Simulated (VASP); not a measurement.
# Sn (Fd-3m) in VASP: notebook

Aim: see how the results for Sn move with the level of theory and the settings. Levels: PBEsol+D4, RPBE+D3(BJ). Tasks: relaxation of cell and atoms.

Program: VASP 6.6.1. These are calculated values, not measurements. Logs are shortened: lines on timing, memory, paths and dates and some standing lists are left out, and cuts for length are marked.

## (1) The cell of the first run

The structure is cubic, space group Fd-3m (No. 227). Conventional cell: a = 6.467 Å, b = 6.467 Å, c = 6.467 Å, α = 90.00°, β = 90.00°, γ = 90.00°. Sn (site symmetry -43m) has 4 Sn at 2.80 Å within 3.7 Å.

This isn't the form of Sn at room conditions, which is tetragonal (white tin).

## (2) Relaxation of cell and atoms, PBEsol+D4

INCAR

```
PREC = Accurate
ENCUT = 600
EDIFF = 1E-7
ISMEAR = -1
SIGMA = 0.05
LREAL = F
LASPH = T
NELM = 60
ALGO = Normal
ISIF = 3
LWAVE = F
LCHARG = F
GGA = PS
IVDW = 13
IBRION = 2
NSW = 60
EDIFFG = -0.01
```

KPOINTS

```
Automatic mesh
0
Gamma
  7 7 7
```

POSCAR

```
Sn
1.0
    0.0000000000      3.2333428000      3.2333428000
    3.2333428000      0.0000000000      3.2333428000
    3.2333428000      3.2333428000      0.0000000000
Sn
2
Direct
    0.7500000000      0.7500000000      0.7500000000
    0.5000000000      0.5000000000      0.5000000000
```

Potentials or basis: VASP PAW PBE potentials, release 64 (Sn_d).

On the command line:

```bash
> cat potpaw_PBE.64/Sn_d/POTCAR > POTCAR
> mpirun -np 1 vasp_std > vasp.out
```

OUTCAR:

```text
PREC = Accurate
   ENCUT = 600
   EDIFF = 1E-7
   ISMEAR = -1
   LREAL = F
   LASPH = T
   NELM = 60
   ISIF = 3
   GGA = PS
   IVDW = 13
   IBRION = 2
   NSW = 60
   EDIFFG = -0.01

 ion  position               nearest neighbor table
   1  0.750  0.750  0.750-   2 2.80   2 2.80   2 2.80   2 2.80
   2  0.500  0.500  0.500-   1 2.80   1 2.80   1 2.80   1 2.80

  LATTYP: Found a face centered cubic cell.
 ALAT       =     6.4666856000

  Lattice vectors:

 A1 = (   0.0000000000,   3.2333428000,   3.2333428000)
 A2 = (   3.2333428000,   0.0000000000,   3.2333428000)
 A3 = (   3.2333428000,   3.2333428000,   0.0000000000)

Analysis of symmetry for initial positions (statically):
=====================================================================
 Subroutine PRICEL returns:
 Original cell was already a primitive cell.

 Routine SETGRP: Setting up the symmetry group for a
 face centered cubic supercell.

 Subroutine GETGRP returns: Found 48 space group operations
 (whereof 24 operations were pure point group operations)
 out of a pool of 48 trial point group operations.

The static configuration has the point symmetry T_d .
 The point group associated with its full space group is O_h .

Analysis of symmetry for dynamics (positions and initial velocities):
=====================================================================
 Subroutine PRICEL returns:
 Original cell was already a primitive cell.

 Routine SETGRP: Setting up the symmetry group for a
 face centered cubic supercell.

 Subroutine GETGRP returns: Found 48 space group operations
 (whereof 24 operations were pure point group operations)
 out of a pool of 48 trial point group operations.

The dynamic configuration has the point symmetry T_d .
 The point group associated with its full space group is O_h .

 Subroutine INISYM returns: Found 48 space group operations
 (whereof 24 operations are pure point group operations),
 and found     1 'primitive' translations

----------------------------------------------------------------------------------------

                                     Primitive cell

  volume of cell :      67.6060

  direct lattice vectors                    reciprocal lattice vectors
     0.000000000  3.233342800  3.233342800    -0.154638723  0.154638723  0.154638723
     3.233342800  0.000000000  3.233342800     0.154638723 -0.154638723  0.154638723
     3.233342800  3.233342800  0.000000000     0.154638723  0.154638723 -0.154638723

  length of vectors
     4.572637240  4.572637240  4.572637240     0.267842124  0.267842124  0.267842124

  position of ions in fractional coordinates (direct lattice)
     0.750000000  0.750000000  0.750000000
     0.500000000  0.500000000  0.500000000

  ion indices of the primitive-cell ions
   primitive index   ion index
                 1           1
                 2           2

----------------------------------------------------------------------------------------

 KPOINTS: Automatic mesh

Automatic generation of k-mesh.
 Grid dimensions read from file:
 generate k-points for:    7    7    7

 Generating k-lattice:

  Cartesian coordinates                     Fractional coordinates (reciprocal lattice)
    -0.022091246  0.022091246  0.022091246     0.142857143  0.000000000  0.000000000
     0.022091246 -0.022091246  0.022091246     0.000000000  0.142857143  0.000000000
     0.022091246  0.022091246 -0.022091246     0.000000000  0.000000000  0.142857143

  Length of vectors
     0.038263161  0.038263161  0.038263161

  Shift w.r.t. Gamma in fractional coordinates (k-lattice)
     0.000000000  0.000000000  0.000000000

 Subroutine IBZKPT returns following result:
 ===========================================

 Found     20 irreducible k-points:

 Following reciprocal coordinates:
            Coordinates               Weight
  0.000000  0.000000  0.000000      1.000000
  0.142857  0.000000  0.000000      8.000000
  0.285714  0.000000  0.000000      8.000000
  0.428571  0.000000  0.000000      8.000000
  0.142857  0.142857  0.000000      6.000000
  0.285714  0.142857  0.000000     24.000000
[... 12 lines left out ...]
 -0.428571  0.428571  0.142857     24.000000
 -0.285714  0.428571  0.142857     24.000000
   k-points           NKPTS =     20   k-points in BZ     NKDIM =     20   number of bands    NBANDS=     18
   number of dos      NEDOS =    301   number of ions     NIONS =      2
   total plane-waves  NPLWV =  64000
   dimension x,y,z NGX =    40 NGY =   40 NGZ =   40
   dimension x,y,z NGXF=    80 NGYF=   80 NGZF=   80
   ions per type =               2
   NGX,Y,Z   is equivalent  to a cutoff of  14.54, 14.54, 14.54 a.u.
   NGXF,Y,Z  is equivalent  to a cutoff of  29.09, 29.09, 29.09 a.u.
 SYSTEM =  unknown system
   PREC   = accura    normal or accurate (medium, high low for compatibility)
   ISTART =      0    job   : 0-new  1-cont  2-samecut
   ICHARG =      2    charge: 1-file 2-atom 10-const
   ISPIN  =      1    spin polarized calculation?
   LNONCOLLINEAR =      F non collinear calculations
   LSORBIT =      F    spin-orbit coupling
   LASPH  =      T    aspherical Exc in radial PAW
   ENCUT  =  600.0 eV  44.10 Ry    6.64 a.u.   9.13  9.13  9.13*2*pi/ulx,y,z
   NELM   =     60;   NELMIN=  2; NELMDL= -5     # of ELM steps
   EDIFF  = 0.1E-06   stopping-criterion for ELM
   LREAL  =      F    real-space projection
   EDIFFG = -.1E-01   stopping-criterion for IOM
   NSW    =     60    number of steps for IOM
   IBRION =      2    ionic relax: 0-MD 1-quasi-New 2-CG
   NFREE  =      1    steps in history (QN), initial steepest desc. (CG)
   ISIF   =      3    stress and relaxation
   ISYM   =      2    0-nonsym 1-usesym 2-fastsym
   POTIM  = 0.5000    time-step for ionic-motion
   TEBEG  =    0.0;   TEEND  =   0.0 temperature during run
   PSTRESS=    0.0 pullay stress
   NELECT =      28.0000    total number of electrons
   NUPDOWN=      -1.0000    fix difference up-down
   EMIN   =  10.00;   EMAX   =-10.00  energy-range for DOS
   EFERMI =   0.00;   METHOD = LEGACY
   ISMEAR =    -1;   SIGMA  =   0.05  broadening in eV -4-tet -1-fermi 0-gaus
   EFERMI_NEDOS =   21; number of points for ismear=-14 and -15
   IALGO  =     38    algorithm
   IMIX   =      4    mixing-type and parameters
     AMIX     =   0.40;   BMIX     =  1.00
     AMIX_MAG =   1.60;   BMIX_MAG =  1.00
  volume/ion in A,a.u.               =      33.80       228.11
  Fermi-wavevector in a.u.,A,eV,Ry     =   1.220298  2.306028 20.260793  1.489126
  Thomas-Fermi vector in A             =   2.355520
   LORBIT       =      0    0 simple, 1 ext, 2 COOP (PROOUT), +10 PAW based schemes
   GGA     = PS    functional components
   LHFCALC =     F    Hartree Fock is set to
   AEXX    =    0.0000 exact exchange contribution
   IVDW    =    13    specifies the selected vdW correction
   LEPSILON=     F    determine dielectric tensor
   LRPA    =     F    only Hartree local field effects (RPA)
 conjugate gradient relaxation of ions
 non-spin polarized calculation
  energy-cutoff  :      600.00
  volume of cell :       67.61
 maximum number of plane-waves:      2281
 NGX is ok and might be reduce to    40
   NGX = 19   NGY = 19   NGZ = 19

--------------------------------------- Ionic step        1  -------------------------------------------

 number of electron      28.0000005 magnetization

 Free energy of the ion-electron system (eV)
  ---------------------------------------------------
  ext. energy  EPLUGINS =         0.00000000
  ---------------------------------------------------
  free energy    TOTEN  =        -8.43898272 eV

  energy without entropy =       -8.43701897  energy(sigma->0) =       -8.43800085

------------------------ aborting loop because EDIFF is reached ----------------------------------------

  DFT-D4 for vdW energy calculation

  Edisp (eV):   -0.40270

  FORCE on cell =-STRESS in cart. coord.  units (eV):
  Direction    XX          YY          ZZ          XY          YZ          ZX
  --------------------------------------------------------------------------------------
  -------------------------------------------------------------------------------------
  Total       0.26282     0.26282     0.26282    -0.00000     0.00000    -0.00000
  in kB       6.22858     6.22858     6.22858    -0.00000     0.00000    -0.00000
  external pressure =        6.23 kB  Pullay stress =        0.00 kB

 VOLUME and BASIS-vectors are now :
 -----------------------------------------------------------------------------
  energy-cutoff  :      600.00
  volume of cell :       67.61
      direct lattice vectors                 reciprocal lattice vectors
     0.000000000  3.233342800  3.233342800    -0.154638723  0.154638723  0.154638723
     3.233342800  0.000000000  3.233342800     0.154638723 -0.154638723  0.154638723
     3.233342800  3.233342800  0.000000000     0.154638723  0.154638723 -0.154638723
[... 41 lines left out ...]
 POSITION                                       TOTAL-FORCE (eV/Angst)
 -----------------------------------------------------------------------------------
      4.88076      4.88076      4.88076         0.000000      0.000000      0.000000
      3.25384      3.25384      3.25384        -0.000000     -0.000000     -0.000000
 -----------------------------------------------------------------------------------
    total drift:                               -0.000000     -0.000000      0.000000

  FREE ENERGIE OF THE ION-ELECTRON SYSTEM (eV)
  ---------------------------------------------------
  free  energy   TOTEN  =        -8.8432427496 eV

  energy  without entropy=       -8.8409077492  energy(sigma->0) =       -8.84207525

--------------------------------------- Ionic step        3  -------------------------------------------

 number of electron      28.0000005 magnetization

 Free energy of the ion-electron system (eV)
  ---------------------------------------------------
  ext. energy  EPLUGINS =         0.00000000
  ---------------------------------------------------
  free energy    TOTEN  =        -8.44593242 eV

  energy without entropy =       -8.44371625  energy(sigma->0) =       -8.44482434

 E-fermi :   5.3769     XC(G=0):  -9.0492

 val. band max:        5.1935507832   @ k =   0.1429   0.0000   0.0000
 cond. band min:       5.4215435823   @ k =   0.4286   0.0000   0.0000
 fundamental gap:      0.2279927992
 Fermi energy:         5.3768819008

 k-point     1 :       0.0000    0.0000    0.0000
  band No.  band energies     occupation
      1     -16.1333      2.00000
      2     -16.1333      2.00000
      3     -16.1333      2.00000
      4     -16.0734      2.00000
      5     -16.0734      2.00000
      6     -15.7642      2.00000
[... 10 lines left out ...]
     17       7.6066      0.00000
     18       7.6066      0.00000
[... 423 lines left out ...]
 POSITION                                       TOTAL-FORCE (eV/Angst)
 -----------------------------------------------------------------------------------
      4.87237      4.87237      4.87237         0.000000      0.000000      0.000000
      3.24824      3.24824      3.24824        -0.000000     -0.000000     -0.000000
 -----------------------------------------------------------------------------------
    total drift:                               -0.000000     -0.000000      0.000000

  FREE ENERGIE OF THE ION-ELECTRON SYSTEM (eV)
  ---------------------------------------------------
  free  energy   TOTEN  =        -8.8435091882 eV

  energy  without entropy=       -8.8412930153  energy(sigma->0) =       -8.84240110

 reached required accuracy - stopping structural energy minimisation
```

It took 2.7 min on 1 thread of Intel Xeon 8259CL, shared host; peak memory 0.25 GiB.

Results:

* Free energy: -8.8435 eV
* Relaxed volume: 34.27 Å³/atom
* Relaxed cell: a = 4.594 Å, b = 4.594 Å, c = 4.594 Å, α = 60.00°, β = 60.00°, γ = 60.00°
* Space group after relaxing (to 0.1 Å): Fd-3m (No. 227)
* Energy gained by relaxing: 0.9 meV/atom
* Ionic steps: 3
* Pressure after relaxing: 0.0 GPa
* Band gap on the k mesh: zero (bands 14 and 15 overlap by 0.12 eV)
* Dispersion energy per atom: -0.199 eV

The path:
| step | energy change (eV) | largest force (eV/Å) | pressure (GPa) | volume (Å³) |
| --- | --- | --- | --- | --- |
| 1 | 0.0000 | 0.0000 | 0.62 | 67.61 |
| 2 | -0.0016 | 0.0000 | -0.23 | 68.90 |
| 3 | -0.0018 | 0.0000 | -0.01 | 68.55 |

Final structure:
```cif
data_structure
_symmetry_space_group_name_H-M 'P 1'
_symmetry_Int_Tables_number 1
_cell_length_a 4.5937
_cell_length_b 4.5937
_cell_length_c 4.5937
_cell_angle_alpha 60.000
_cell_angle_beta 60.000
_cell_angle_gamma 60.000
_cell_volume 68.55
loop_
_atom_site_label
_atom_site_type_symbol
_atom_site_fract_x
_atom_site_fract_y
_atom_site_fract_z
_atom_site_occupancy
Sn1 Sn 0.75000 0.75000 0.75000 1
Sn2 Sn 0.50000 0.50000 0.50000 1
```

Caveat: the PAW data sets were made with another functional, which shifts forces and pressure a little; spin-orbit coupling is left out, which moves the levels of the heavy elements. Zero-point motion and thermal expansion aren't in these numbers.

## (3) Relaxation of cell and atoms, RPBE+D3(BJ)

INCAR

```
SYSTEM = Sn
ALGO = Normal
EDIFF = 1E-6
EDIFFG = -0.01
ENCUT = 600
GGA = RP
IBRION = 2
ISIF = 3
ISMEAR = -1
IVDW = 12
LASPH = .TRUE.
LCHARG = .FALSE.
LREAL = .FALSE.
LWAVE = .FALSE.
NELM = 100
NSW = 60
PREC = Accurate
SIGMA = 0.05
```

KPOINTS

```
k-points
0
G
  7 7 7
  0 0 0
```

POSCAR is that of step 2.

Potentials or basis: VASP PAW PBE potentials, release 64 (Sn_d).

On the command line:

```bash
> cat potpaw_PBE.64/Sn_d/POTCAR > POTCAR
> mpirun -np 1 vasp_std > vasp.out
```

It took 2.5 min on 1 thread of Intel Xeon 8259CL, shared host; peak memory 0.25 GiB.

The run converged. Its results:

| Quantity | Value |
| --- | --- |
| Free energy | -9.9711 eV |
| Relaxed volume | 31.75 Å³/atom |
| Relaxed cell | a = 4.478 Å, b = 4.478 Å, c = 4.478 Å, α = 60.00°, β = 60.00°, γ = 60.00° |
| Space group after relaxing (to 0.1 Å) | Fd-3m (No. 227) |
| Energy gained by relaxing | 19.6 meV/atom |
| Ionic steps | 3 |
| Pressure after relaxing | 0.0 GPa |
| Band gap on the k mesh | zero (filled and empty bands touch) |
| Dispersion energy per atom | -1.627 eV |

The path:
| step | energy change (eV) | largest force (eV/Å) | pressure (GPa) | volume (Å³) |
| --- | --- | --- | --- | --- |
| 1 | 0.0000 | 0.0000 | -2.90 | 67.61 |
| 2 | -0.0311 | 0.0000 | 1.53 | 61.80 |
| 3 | -0.0393 | 0.0000 | 0.02 | 63.51 |

Final structure:
```
Sn
1.0
     0.00000    3.16667    3.16667
     3.16667    0.00000    3.16667
     3.16667    3.16667    0.00000
Sn
2
Direct
  0.75000 0.75000 0.75000
  0.50000 0.50000 0.50000
```

Levels at points of the mesh, in eV from the Fermi level:
```tsv
k point	band 12	band 13	band 14	band 15	band 16	band 17
(0.00, 0.00, 0.00)	-0.13	-0.01	-0.01	-0.01	2.07	2.07
```

Caveat: the PAW data sets were made with another functional, which shifts forces and pressure a little; spin-orbit coupling is left out, which moves the levels of the heavy elements.
